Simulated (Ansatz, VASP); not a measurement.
# One calculation of K, two programs

```
CELL_PARAMETERS angstrom
4.83936 0.00000 0.00000
-2.41968 4.19101 0.00000
0.00000 0.00000 7.89038
ATOMIC_POSITIONS crystal
K 0.33333 0.66667 0.25000
K 0.66667 0.33333 0.75000
```

Alike in both runs: task single point; functional PBE; k mesh 13 × 13 × 7; occupations fermi-dirac, width 0.1 eV; no spin polarisation.

```csv
,VASP,Ansatz
version,VASP 6.6.1,Ansatz 0.2.0
potentials or method,"VASP PAW PBE potentials, release 64 (K_sv), cutoff 520 eV","plane waves (420 eV) with PAW, scalar-relativistic"
valence electrons in the cell,18,18
```

|  | VASP | Ansatz | Ansatz less VASP |
| --- | --- | --- | --- |
| pressure (GPa) | -0.2 | -0.2 | +0.01 |

With one functional, cell and mesh, what is left measures potentials, basis and numerics.
